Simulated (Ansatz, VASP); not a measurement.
## Two plane-wave programs on Os

```
Os
1.0
     4.29592    0.00000    0.00000
    -2.14796    3.72038    0.00000
     0.00000    0.00000    2.70444
Os
3
Direct
  0.00000 0.00000 0.00000
  0.33333 0.66667 0.50000
  0.66667 0.33333 0.50000
```

Alike in both runs: functional r2SCAN; k mesh 9 × 9 × 12; occupations fermi-dirac, width 0.1 eV; no spin polarisation.

Ansatz relaxed the structure, and its values are those at the end. VASP's run is a single point on that final structure, the one shown.

|  | VASP | Ansatz |
| --- | --- | --- |
| version | VASP 6.6.1 | Ansatz 0.2.0 |
| potentials or method | VASP PAW PBE potentials, release 64 (Os), cutoff 520 eV | plane waves (500 eV) with PAW, scalar-relativistic |
| valence electrons in the cell | 24 | 48 |

|  | VASP | Ansatz | Ansatz less VASP |
| --- | --- | --- | --- |
| pressure (GPa) | 0.8 | 0.0 | -0.76 |

VASP's potentials were made for PBE, not for r2SCAN. VASP's potentials hold 24 valence electrons a cell and Ansatz's 48, so a difference there can come from the potentials and not from the codes.

Neither program's run includes spin-orbit coupling.
